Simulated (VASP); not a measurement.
# RbSi6 (Im-3m) in VASP: a series of runs

Runs on RbSi6. Level: PBE. Tasks: single point, relaxation of cell and atoms.

Program: VASP 6.6.1. These are calculated values, not measurements. Logs are shortened: lines on timing, memory, paths and dates and some standing lists are left out, and cuts for length are marked.

### 1 The cell of the first run

The structure is cubic, space group Im-3m (No. 229). The conventional cell has a = 6.279 Å, b = 6.279 Å, c = 6.279 Å, α = 90.00°, β = 90.00°, γ = 90.00°. Within 4.6 Å of Rb (site symmetry m-3m) lie 24 Si at 3.51 Å. Within 2.9 Å of Si (site symmetry -4m2) lie 4 Si at 2.22 Å.

### 2 Single point, PBE

INCAR reads:

```
SYSTEM = RbSi6
PREC = Accurate
ENCUT = 520
EDIFF = 1E-6
ISMEAR = 0
SIGMA = 0.1
LREAL = .False.
LASPH = .True.
NELM = 80
ALGO = Normal
ISIF = 2
LWAVE = .False.
LCHARG = .True.
GGA = PE
LELF = .True.
LVHAR = .True.
NBANDS = 26
```

KPOINTS reads:

```
Automatic mesh
0
Gamma
  4 4 4
  0 0 0
```

POSCAR reads:

```
RbSi6
1.0
   -3.1395541100      3.1395541100      3.1395541100
    3.1395541100     -3.1395541100      3.1395541100
    3.1395541100      3.1395541100     -3.1395541100
Rb Si
1 6
Direct
    0.0000000000      0.0000000000      0.0000000000
    0.7500000000      0.2500000000      0.5000000000
    0.2500000000      0.7500000000      0.5000000000
    0.5000000000      0.2500000000      0.7500000000
    0.7500000000      0.5000000000      0.2500000000
    0.5000000000      0.7500000000      0.2500000000
    0.2500000000      0.5000000000      0.7500000000
```

Potentials or basis: VASP PAW PBE potentials, release 64 (Rb_sv, Si).

Started as:

```bash
$ cat potpaw_PBE.64/Rb_sv/POTCAR potpaw_PBE.64/Si/POTCAR > POTCAR
$ mpirun -np 1 vasp_std > vasp.out
```

OUTCAR:

```text
SYSTEM = RbSi6
   PREC = Accurate
   ENCUT = 520
   EDIFF = 1E-6
   ISMEAR = 0
   LREAL = .False.
   LASPH = .True.
   NELM = 80
   ISIF = 2
   GGA = PE

 ion  position               nearest neighbor table
   1  0.000  0.000  0.000-   2 3.51   3 3.51   2 3.51   3 3.51   4 3.51   7 3.51   2 3.51   3 3.51
                             4 3.51   5 3.51   6 3.51   7 3.51   2 3.51   3 3.51   5 3.51   7 3.51
   2  0.750  0.250  0.500-   4 2.22   5 2.22   7 2.22   6 2.22   3 3.14   3 3.14   1 3.51   1 3.51
                             1 3.51   1 3.51
   3  0.250  0.750  0.500-   4 2.22   6 2.22   7 2.22   5 2.22   2 3.14   2 3.14   1 3.51   1 3.51
                             1 3.51   1 3.51
   4  0.500  0.250  0.750-   2 2.22   5 2.22   7 2.22   3 2.22   6 3.14   6 3.14   1 3.51   1 3.51
                             1 3.51   1 3.51
   5  0.750  0.500  0.250-   2 2.22   3 2.22   6 2.22   4 2.22   7 3.14   7 3.14   1 3.51   1 3.51
                             1 3.51   1 3.51
   6  0.500  0.750  0.250-   2 2.22   3 2.22   5 2.22   7 2.22   4 3.14   4 3.14   1 3.51   1 3.51
                             1 3.51   1 3.51
   7  0.250  0.500  0.750-   3 2.22   4 2.22   6 2.22   2 2.22   5 3.14   5 3.14   1 3.51   1 3.51
                             1 3.51   1 3.51

  LATTYP: Found a body centered cubic cell.
 ALAT       =     6.2791082200

  Lattice vectors:

 A1 = (  -3.1395541100,   3.1395541100,   3.1395541100)
 A2 = (   3.1395541100,  -3.1395541100,   3.1395541100)
 A3 = (   3.1395541100,   3.1395541100,  -3.1395541100)

Analysis of symmetry for initial positions (statically):
=====================================================================
 Subroutine PRICEL returns:
 Original cell was already a primitive cell.

 Routine SETGRP: Setting up the symmetry group for a
 body centered cubic supercell.

 Subroutine GETGRP returns: Found 48 space group operations
 (whereof 48 operations were pure point group operations)
 out of a pool of 48 trial point group operations.

The static configuration has the point symmetry O_h .

Analysis of symmetry for dynamics (positions and initial velocities):
=====================================================================
 Subroutine PRICEL returns:
 Original cell was already a primitive cell.

 Routine SETGRP: Setting up the symmetry group for a
 body centered cubic supercell.

[... 97 lines left out ...]
   EDIFF  = 0.1E-05   stopping-criterion for ELM
   LREAL  =      F    real-space projection
   EDIFFG = 0.1E-04   stopping-criterion for IOM
   NSW    =      0    number of steps for IOM
   IBRION =     -1    ionic relax: 0-MD 1-quasi-New 2-CG
   NFREE  =      0    steps in history (QN), initial steepest desc. (CG)
   ISIF   =      2    stress and relaxation
   ISYM   =      2    0-nonsym 1-usesym 2-fastsym
   POTIM  = 0.5000    time-step for ionic-motion
   TEBEG  =    0.0;   TEEND  =   0.0 temperature during run
   PSTRESS=    0.0 pullay stress
   NELECT =      33.0000    total number of electrons
   NUPDOWN=      -1.0000    fix difference up-down
   EMIN   =  10.00;   EMAX   =-10.00  energy-range for DOS
   EFERMI =   0.00;   METHOD = LEGACY
   ISMEAR =     0;   SIGMA  =   0.10  broadening in eV -4-tet -1-fermi 0-gaus
   EFERMI_NEDOS =   21; number of points for ismear=-14 and -15
   IALGO  =     38    algorithm
   IMIX   =      4    mixing-type and parameters
     AMIX     =   0.40;   BMIX     =  1.00
     AMIX_MAG =   1.60;   BMIX_MAG =  1.00
  volume/ion in A,a.u.               =      17.68       119.33
  Fermi-wavevector in a.u.,A,eV,Ry     =   1.053638  1.991087 15.104555  1.110153
  Thomas-Fermi vector in A             =   2.188768
   LORBIT       =      0    0 simple, 1 ext, 2 COOP (PROOUT), +10 PAW based schemes
   GGA     = PE    functional components
   LHFCALC =     F    Hartree Fock is set to
   AEXX    =    0.0000 exact exchange contribution
   IVDW    =     0    specifies the selected vdW correction
   LEPSILON=     F    determine dielectric tensor
   LRPA    =     F    only Hartree local field effects (RPA)
 non-spin polarized calculation
 Gauss-broadening in eV      SIGMA  =   0.10
  energy-cutoff  :      520.00
  volume of cell :      123.78
 maximum number of plane-waves:      3367
   NGX = 21   NGY = 21   NGZ = 21

 number of electron      33.0000003 magnetization

 Free energy of the ion-electron system (eV)
  ---------------------------------------------------
  ext. energy  EPLUGINS =         0.00000000
  ---------------------------------------------------
  free energy    TOTEN  =       -31.00042073 eV

  energy without entropy =      -30.98427321  energy(sigma->0) =      -30.99234697

 E-fermi :   7.7937     XC(G=0): -10.1163

 val. band max:        7.4372496294   @ k =   0.5000   0.5000   0.5000
 cond. band min:       7.8540017711   @ k =   0.2500   0.2500   0.0000
 fundamental gap:      0.4167521417
 Fermi energy:         7.7937213898

 k-point     1 :       0.0000    0.0000    0.0000
  band No.  band energies     occupation
      1     -20.1415      2.00000
      2      -5.9966      2.00000
      3      -4.4295      2.00000
      4      -4.4295      2.00000
      5      -4.4295      2.00000
      6      -0.9891      2.00000
[... 221 lines left out ...]
     25      12.0464      0.00000
     26      12.0464      0.00000

------------------------ aborting loop because EDIFF is reached ----------------------------------------

  FORCE on cell =-STRESS in cart. coord.  units (eV):
  Direction    XX          YY          ZZ          XY          YZ          ZX
  --------------------------------------------------------------------------------------
  -------------------------------------------------------------------------------------
  Total       20.4275466     20.4275466     20.4275466      0.0000000     -0.0000000      0.0000000
  in kB      264.4008725    264.4008725    264.4008725      0.0000000     -0.0000000      0.0000000
  external PRESSURE =     264.4008725 kB  Pullay stress =       0.0000000 kB

 VOLUME and BASIS-vectors are now :
 -----------------------------------------------------------------------------
  energy-cutoff  :      520.00
  volume of cell :      123.78
      direct lattice vectors                 reciprocal lattice vectors
    -3.139554110  3.139554110  3.139554110     0.000000000  0.159258284  0.159258284
     3.139554110 -3.139554110  3.139554110     0.159258284  0.000000000  0.159258284
     3.139554110  3.139554110 -3.139554110     0.159258284  0.159258284  0.000000000

 POSITION                                       TOTAL-FORCE (eV/Angst)
 -----------------------------------------------------------------------------------
      0.00000      0.00000      0.00000         0.000000      0.000000      0.000000
      0.00000      3.13955      1.56978        -0.000000      0.000000      0.000000
      3.13955      0.00000      1.56978         0.000000     -0.000000      0.000000
      1.56978      3.13955      0.00000         0.000000     -0.000000      0.000000
      0.00000      1.56978      3.13955         0.000000      0.000000     -0.000000
      1.56978      0.00000      3.13955         0.000000      0.000000     -0.000000
      3.13955      1.56978      0.00000         0.000000      0.000000      0.000000
 -----------------------------------------------------------------------------------
    total drift:                               -0.000000     -0.000000      0.000000

  FREE ENERGIE OF THE ION-ELECTRON SYSTEM (eV)
  ---------------------------------------------------
  free  energy   TOTEN  =       -31.0004207294 eV

  energy  without entropy=      -30.9842732123  energy(sigma->0) =      -30.99234697
```

OSZICAR:

```text
N       E                     dE             d eps       ncg     rms          rms(c)
DAV:   1     0.101544045221E+03    0.10154E+03   -0.13275E+04   416   0.108E+03
DAV:   2    -0.249491389280E+02   -0.12649E+03   -0.11733E+03   544   0.175E+02
DAV:   3    -0.323713069363E+02   -0.74222E+01   -0.73046E+01   566   0.377E+01
DAV:   4    -0.325409319077E+02   -0.16962E+00   -0.16941E+00   600   0.607E+00
DAV:   5    -0.325449566514E+02   -0.40247E-02   -0.40244E-02   562   0.729E-01    0.114E+01
DAV:   6    -0.313977261425E+02    0.11472E+01   -0.74682E-01   480   0.497E+00    0.695E+00
DAV:   7    -0.309844471368E+02    0.41328E+00   -0.14891E+00   492   0.648E+00    0.157E+00
DAV:   8    -0.310040581323E+02   -0.19611E-01   -0.29865E-01   468   0.259E+00    0.662E-01
DAV:   9    -0.310002680930E+02    0.37900E-02   -0.17838E-02   538   0.685E-01    0.230E-01
DAV:  10    -0.310004626369E+02   -0.19454E-03   -0.32133E-03   598   0.227E-01    0.728E-02
DAV:  11    -0.310004316115E+02    0.31025E-04   -0.34795E-04   584   0.973E-02    0.296E-02
DAV:  12    -0.310004192253E+02    0.12386E-04   -0.52081E-05   550   0.383E-02    0.117E-02
DAV:  13    -0.310004205740E+02   -0.13488E-05   -0.63607E-06   562   0.131E-02    0.334E-03
DAV:  14    -0.310004207294E+02   -0.15536E-06   -0.38962E-07   300   0.337E-03
   1 F= -.31000421E+02 E0= -.30992347E+02  d E =-.161475E-01
```

It took 19 s on 1 thread of AMD EPYC 9R45 (Zen 5), shared host; peak memory 0.21 GiB.

Results:

| Quantity | Value |
| --- | --- |
| Free energy | -31.0004 eV |
| Pressure | 26.4 GPa |

### 3 Single point, PBE

This run uses another cell than the first one, of 22.36 Å³/atom, 1.264 times its volume.

INCAR reads:

```
SYSTEM = RbSi6
PREC = Accurate ; ENCUT = 520
EDIFF = 1E-6 ; ISMEAR = 0
SIGMA = 0.1 ; LREAL = .False.
LASPH = .True. ; NELM = 80
ALGO = Normal ; ISIF = 2
LWAVE = .False. ; LCHARG = .False.
GGA = PE ; NBANDS = 26
```

KPOINTS is that of step 2.

Changes to POSCAR since step 2:

```diff
@@ -2,5 +2,5 @@
 1.0
-   -3.1395541100      3.1395541100      3.1395541100
-    3.1395541100     -3.1395541100      3.1395541100
-    3.1395541100      3.1395541100     -3.1395541100
+   -3.3948410084      3.3948410084      3.3948410084
+    3.3948410084     -3.3948410084      3.3948410084
+    3.3948410084      3.3948410084     -3.3948410084
 Rb Si
```

Potentials or basis: VASP PAW PBE potentials, release 64 (Rb_sv, Si).

Started as:

```bash
$ cat potpaw_PBE.64/Rb_sv/POTCAR potpaw_PBE.64/Si/POTCAR > POTCAR
$ mpirun -np 1 vasp_std > vasp.out
```

Wall time 32 s (1 thread of AMD EPYC 9R45 (Zen 5), shared host); peak memory 0.28 GiB.

The run converged. Its results:

```yaml
Free_energy: -33.2504 eV
Pressure: 0.4 GPa
```

Levels at points of the mesh, in eV from the Fermi level:
| k point | band 14 | band 15 | band 16 | band 17 | band 18 | band 19 |
| --- | --- | --- | --- | --- | --- | --- |
| (0.00, 0.00, 0.00) | -2.80 | -2.80 | -2.80 | 1.30 | 1.30 | 1.30 |
| (0.50, 0.00, 0.00) | -2.86 | -2.15 | -1.50 | -0.25 | 1.22 | 1.35 |
| (0.50, 0.50, 0.50) | -0.78 | -0.78 | -0.78 | -0.47 | -0.47 | -0.47 |

### 4 Single point, PBE

This run uses another cell than the first one, of 22.50 Å³/atom, 1.272 times its volume.

INCAR reads:

```
SYSTEM = RbSi6
PREC = Accurate
ENCUT = 520
EDIFF = 1E-6
ISMEAR = 0
SIGMA = 0.2
LREAL = .FALSE.
LASPH = .TRUE.
NELM = 60
ALGO = Normal
ISIF = 2
LWAVE = .FALSE.
LCHARG = .TRUE.
GGA = PE
LELF = .TRUE.
LVHAR = .TRUE.
NBANDS = 26
```

KPOINTS reads:

```
regular mesh
0
G
  4 4 4
  0 0 0
```

Changes to POSCAR since step 3:

```diff
@@ -2,5 +2,5 @@
 1.0
-   -3.3948410084      3.3948410084      3.3948410084
-    3.3948410084     -3.3948410084      3.3948410084
-    3.3948410084      3.3948410084     -3.3948410084
+   -3.4018481016      3.4018481016      3.4018481016
+    3.4018481016     -3.4018481016      3.4018481016
+    3.4018481016      3.4018481016     -3.4018481016
 Rb Si
```

Started as:

```bash
$ cat potpaw_PBE.64/Rb_sv/POTCAR potpaw_PBE.64/Si/POTCAR > POTCAR
$ mpirun -np 1 vasp_std > vasp.out
```

Run time: 35 s. Hardware: 1 thread of AMD EPYC 9R45 (Zen 5), shared host; peak memory 0.28 GiB.

Results (log left out):

```
Free energy : -33.2726 eV
Pressure    : 0.0 GPa
```

Levels at points of the mesh, in eV from the Fermi level:
```
           k point  band 13  band 14  band 15  band 16  band 17  band 18  band 19  band 20
(0.00, 0.00, 0.00)    -3.70    -2.71    -2.71    -2.71     1.37     1.37     1.37     1.51
(0.50, 0.00, 0.00)    -3.80    -2.77    -2.06    -1.42    -0.17     1.30     1.43     1.68
(0.50, 0.50, 0.50)    -2.63    -0.71    -0.71    -0.71    -0.40    -0.40    -0.40     1.87
```

[end of part 1 of 2]
